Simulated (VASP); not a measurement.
# MgO (Fm-3m) in VASP: notebook, part 2 of 2

VASP 6.6.1. Earlier steps stand in the parts before.

### 4 Single point, BLYP

This run uses another cell than the first one, of 9.75 Å³/atom, 1.002 times its volume.

The input, INCAR:

```
PREC = Accurate
ENCUT = 520
EDIFF = 1E-7
ISMEAR = 0
SIGMA = 0.05
LREAL = False
LASPH = True
NELM = 60
ALGO = Normal
ISIF = 2
LWAVE = False
LCHARG = True
GGA = B5
ALDAX = 1.0
AGGAX = 1.0
AGGAC = 1.0
ALDAC = 0.0
LELF = True
LVHAR = True
NBANDS = 11
```

The input, KPOINTS:

```
Automatic mesh
0
Gamma
  10 10 10
```

The input, POSCAR:

```
MgO
1.0
    0.0000000000      2.1366523555      2.1366523555
    2.1366523555      0.0000000000      2.1366523555
    2.1366523555      2.1366523555      0.0000000000
Mg O
1 1
Direct
    0.0000000000      0.0000000000      0.0000000000
    0.5000000000      0.5000000000      0.5000000000
```

Potentials or basis: VASP PAW PBE potentials, release 64 (Mg, O).

Command:

```
$ cat potpaw_PBE.64/Mg/POTCAR potpaw_PBE.64/O/POTCAR > POTCAR
$ mpirun -np 1 vasp_std > vasp.out
```

OUTCAR:

```text
PREC = Accurate
   ENCUT = 520
   EDIFF = 1E-7
   ISMEAR = 0
   LREAL = False
   LASPH = True
   NELM = 60
   ISIF = 2
   GGA = B5

 ion  position               nearest neighbor table
   1  0.000  0.000  0.000-   2 2.14   2 2.14   2 2.14   2 2.14   2 2.14   2 2.14
   2  0.500  0.500  0.500-   1 2.14   1 2.14   1 2.14   1 2.14   1 2.14   1 2.14

  LATTYP: Found a face centered cubic cell.
 ALAT       =     4.2733047110

  Lattice vectors:

 A1 = (   0.0000000000,   2.1366523555,   2.1366523555)
 A2 = (   2.1366523555,   0.0000000000,   2.1366523555)
 A3 = (   2.1366523555,   2.1366523555,   0.0000000000)

Analysis of symmetry for initial positions (statically):
=====================================================================
 Subroutine PRICEL returns:
 Original cell was already a primitive cell.

 Routine SETGRP: Setting up the symmetry group for a
 face centered cubic supercell.

 Subroutine GETGRP returns: Found 48 space group operations
 (whereof 48 operations were pure point group operations)
 out of a pool of 48 trial point group operations.

The static configuration has the point symmetry O_h .

Analysis of symmetry for dynamics (positions and initial velocities):
[... 173 lines left out ...]
      6      18.9209      0.00000
      7      18.9209      0.00000
      8      18.9209      0.00000
      9      23.2254      0.00000
     10      24.2935      0.00000
     11      24.2935      0.00000
[... 309 lines left out ...]
 k-point    24 :       0.4000    0.3000    0.0000
  band No.  band energies     occupation
      1     -12.6120      2.00000
      2      -0.1593      2.00000
      3       1.9680      2.00000
      4       2.1679      2.00000
      5      12.4933      0.00000
      6      13.5867      0.00000
      7      16.4859      0.00000
      8      20.9102      0.00000
      9      21.1184      0.00000
     10      27.5459      0.00000
     11      29.2404      0.00000

 [... further k-points ...]

------------------------ aborting loop because EDIFF is reached ----------------------------------------

  FORCE on cell =-STRESS in cart. coord.  units (eV):
  Direction    XX          YY          ZZ          XY          YZ          ZX
  --------------------------------------------------------------------------------------
  -------------------------------------------------------------------------------------
  Total       -0.0641723     -0.0641723     -0.0641723     -0.0000000      0.0000000      0.0000000
  in kB       -5.2701902     -5.2701902     -5.2701902     -0.0000000      0.0000000      0.0000000
  external PRESSURE =      -5.2701902 kB  Pullay stress =       0.0000000 kB

 VOLUME and BASIS-vectors are now :
 -----------------------------------------------------------------------------
  energy-cutoff  :      520.00
  volume of cell :       19.51
      direct lattice vectors                 reciprocal lattice vectors
     0.000000000  2.136652355  2.136652355    -0.234010928  0.234010928  0.234010928
     2.136652355  0.000000000  2.136652355     0.234010928 -0.234010928  0.234010928
     2.136652355  2.136652355  0.000000000     0.234010928  0.234010928 -0.234010928

 POSITION                                       TOTAL-FORCE (eV/Angst)
 -----------------------------------------------------------------------------------
      0.00000      0.00000      0.00000        -0.000000     -0.000000     -0.000000
      2.13665      2.13665      2.13665         0.000000      0.000000      0.000000
 -----------------------------------------------------------------------------------
    total drift:                               -0.000000     -0.000000      0.000000

  FREE ENERGIE OF THE ION-ELECTRON SYSTEM (eV)
  ---------------------------------------------------
  free  energy   TOTEN  =       -11.3508611811 eV

  energy  without entropy=      -11.3508611811  energy(sigma->0) =      -11.35086118
```

OSZICAR:

```text
N       E                     dE             d eps       ncg     rms          rms(c)
DAV:   1     0.149613425680E+02    0.14961E+02   -0.47683E+03  1202   0.654E+02
DAV:   2    -0.126218346394E+02   -0.27583E+02   -0.26643E+02  1164   0.137E+02
DAV:   3    -0.132426206578E+02   -0.62079E+00   -0.62039E+00  1250   0.177E+01
DAV:   4    -0.132442120463E+02   -0.15914E-02   -0.15914E-02  1136   0.102E+00
DAV:   5    -0.132442175391E+02   -0.54928E-05   -0.54928E-05  1226   0.576E-02    0.796E+00
DAV:   6    -0.113773070008E+02    0.18669E+01   -0.11232E+01  1085   0.182E+01    0.239E+00
DAV:   7    -0.113605579442E+02    0.16749E-01   -0.93178E-02  1097   0.245E+00    0.140E+00
DAV:   8    -0.113516103383E+02    0.89476E-02   -0.41639E-02  1091   0.216E+00    0.293E-01
DAV:   9    -0.113509686829E+02    0.64166E-03   -0.81030E-04  1157   0.210E-01    0.157E-01
DAV:  10    -0.113508648417E+02    0.10384E-03   -0.55850E-04  1118   0.192E-01    0.762E-03
DAV:  11    -0.113508622080E+02    0.26337E-05   -0.68824E-06  1199   0.160E-02    0.634E-03
DAV:  12    -0.113508611657E+02    0.10423E-05   -0.98439E-07  1154   0.704E-03    0.108E-03
DAV:  13    -0.113508611811E+02   -0.15395E-07   -0.39958E-08   649   0.182E-03
   1 F= -.11350861E+02 E0= -.11350861E+02  d E =-.133322E-12
```

stdout:

```text
POSCAR found type information on POSCAR MgO
 POSCAR found :  2 types and       2 ions
 scaLAPACK will be used
 -----------------------------------------------------------------------------
|                                                                             |
|                                                                             |
|     You enforced a specific xc type in the INCAR file but a different       |
|     I HOPE YOU KNOW WHAT YOU ARE DOING!                                     |
|                                                                             |
 -----------------------------------------------------------------------------

 LDA part: xc-table for (Slater(with rela. corr.)+VWN5), standard interpolation
 POSCAR, INCAR and KPOINTS ok, starting setup
 FFT: planning ... GRIDC
 FFT: planning ... GRID_SOFT
 FFT: planning ... GRID
 WAVECAR not read
 entering main loop
```

It took 13 s on 1 thread of Intel Xeon 6975P-C, shared host; peak memory 0.14 GiB.

Results:

```
Free energy            : -11.3509 eV
Pressure               : -0.5 GPa
Band gap on the k mesh : 4.60 eV, direct
```

Caveat: the PAW data sets were made with another functional, which shifts forces and pressure a little.

### 5 Single point, BLYP (volume scaled by 0.98)

The input, INCAR:

```
SYSTEM = MgO
PREC = Accurate ; ENCUT = 520
EDIFF = 1E-6 ; ISMEAR = 0
SIGMA = 0.05 ; LREAL = .FALSE.
LASPH = .TRUE. ; NELM = 80
ALGO = Normal ; ISIF = 2
LWAVE = .FALSE. ; LCHARG = .FALSE.
GGA = B5 ; ALDAX = 1.0
AGGAX = 1.0 ; AGGAC = 1.0
ALDAC = 0.0 ; NBANDS = 11
```

The input, KPOINTS:

```
Automatic mesh
0
G
  10 10 10
  0 0 0
```

The input, POSCAR:

```
MgO
1.0
    0.0000000000      2.1223119747      2.1223119747
    2.1223119747      0.0000000000      2.1223119747
    2.1223119747      2.1223119747      0.0000000000
Mg O
1 1
Direct
    0.0000000000      0.0000000000      0.0000000000
    0.5000000000      0.5000000000      0.5000000000
```

Command:

```
$ cat potpaw_PBE.64/Mg/POTCAR potpaw_PBE.64/O/POTCAR > POTCAR
$ mpirun -np 1 vasp_std > vasp.out
```

Run time: 12 s. Hardware: 1 thread of Intel Xeon 6975P-C, shared host; peak memory 0.14 GiB.

The run converged. Its results:

| Quantity | Value |
| --- | --- |
| Free energy | -11.3480 eV |
| Pressure | 2.6 GPa |
| Band gap on the k mesh | 4.79 eV, direct |

Levels at points of the mesh, in eV from the valence-band top:
```
           k point  band 1  band 2  band 3  band 4  band 5  band 6  band 7  band 8
(0.00, 0.00, 0.00)  -17.03    0.00    0.00    0.00    4.79   15.85   15.85   15.85
(0.50, 0.00, 0.00)  -15.81   -4.42   -0.62   -0.62    8.09   12.52   16.17   16.17
(0.50, 0.50, 0.00)  -15.56   -3.89   -1.30   -1.30    9.48    9.79   13.11   18.72
```

Caveat: the cell differs from its parent crystal (volume scaled by 0.98); the PAW data sets were made with another functional, which shifts forces and pressure a little.

### 6 Single point, BLYP (volume scaled by 0.96)

The input, INCAR:

```
SYSTEM = MgO
PREC     = Accurate       ! precision mode
ENCUT    = 520            ! plane-wave cutoff, eV
EDIFF    = 1E-6           ! SCF threshold, eV
ISMEAR   = 0              ! smearing method
SIGMA    = 0.05           ! smearing width, eV
LREAL    = .False.        ! projectors in reciprocal space
LASPH    = .True.         ! aspherical terms in the spheres
NELM     = 60             ! most SCF steps
ALGO     = Normal         ! electronic algorithm
ISIF     = 2              ! what is computed and relaxed
LWAVE    = .False.        ! write WAVECAR
LCHARG   = .False.        ! write CHGCAR
GGA      = B5             ! functional
ALDAX    = 1.0          
AGGAX    = 1.0          
AGGAC    = 1.0          
ALDAC    = 0.0          
NBANDS   = 11             ! bands
```

The input, KPOINTS:

```
regular mesh
0
Gamma
  10 10 10
  0 0 0
```

The input, POSCAR:

```
MgO
1.0
    0.0000000000      2.1077751351      2.1077751351
    2.1077751351      0.0000000000      2.1077751351
    2.1077751351      2.1077751351      0.0000000000
Mg O
1 1
Direct
    0.0000000000      0.0000000000      0.0000000000
    0.5000000000      0.5000000000      0.5000000000
```

Potentials or basis: VASP PAW PBE potentials, release 64 (Mg, O).

Command:

```
$ cat potpaw_PBE.64/Mg/POTCAR potpaw_PBE.64/O/POTCAR > POTCAR
$ mpirun -np 1 vasp_std > vasp.out
```

Wall time 14 s (1 thread of Intel Xeon Platinum 8488C (Sapphire Rapids), shared host); peak memory 0.14 GiB.

The run converged. Its results:

```yaml
Free_energy: -11.3371 eV
Pressure: 6.0 GPa
Band_gap_on_the_k_mesh: 4.99 eV, direct
```

Levels at points of the mesh, in eV from the valence-band top:
```csv
k point,band 1,band 2,band 3,band 4,band 5,band 6,band 7,band 8
"(0.00, 0.00, 0.00)",-17.13,0.00,0.00,0.00,4.99,15.97,15.97,15.97
"(0.50, 0.00, 0.00)",-15.86,-4.51,-0.64,-0.64,8.22,12.76,16.39,16.39
"(0.50, 0.50, 0.00)",-15.61,-3.97,-1.32,-1.32,9.50,10.01,13.33,19.04
```

Caveat: the cell differs from its parent crystal (volume scaled by 0.96); the PAW data sets were made with another functional, which shifts forces and pressure a little.

### 7 Summary

| cell | gap on the mesh (eV) | pressure (GPa) |
| --- | --- | --- |
| a = 3.020 Å, angles 60.0°, 2 atoms | 4.62 | -0.2 |
| a = 3.024 Å, angles 60.0°, 2 atoms | 4.58 | -0.8 |
| a = 3.022 Å, angles 60.0°, 2 atoms | 4.60 | -0.5 |
| a = 3.001 Å, angles 60.0°, 2 atoms | 4.79 | 2.6 |
| a = 2.981 Å, angles 60.0°, 2 atoms | 4.99 | 6.0 |

Alike in all rows: task single point; level BLYP; potentials or basis VASP PAW PBE potentials, release 64 (Mg, O); no spin polarisation; k mesh 10 × 10 × 10; cutoff (eV) 520; smearing gaussian 0.05 eV.

Caveats: the PAW data sets were made with another functional, which shifts forces and pressure a little.

Total energies depend on the potentials used, so only differences within one code and one set of settings carry meaning.

### 8 Against experiment

Step 2. A measured gap of MgO is 7.83 eV (quoted in “Electronic structure of alkaline earth and post-transition metal oxides”, 2009, arxiv:0908.1581); the calculated 4.62 eV misses it by -3.21 eV. The value is that of BLYP, without temperature or zero-point motion. Semilocal functionals fall short of measured gaps as a rule.

Step 3. A measured gap of MgO is 7.83 eV (quoted in “Electronic structure of alkaline earth and post-transition metal oxides”, 2009, arxiv:0908.1581); the calculated 4.58 eV misses it by -3.25 eV. The value is that of BLYP, without temperature or zero-point motion. Semilocal functionals fall short of measured gaps as a rule.

Step 4. Measured gap of MgO: 7.83 eV (quoted in “Electronic structure of alkaline earth and post-transition metal oxides”, 2009, arxiv:0908.1581). This calculation gives 4.60 eV (-3.23 eV). The value is that of BLYP, without temperature or zero-point motion. Semilocal functionals fall short of measured gaps as a rule.
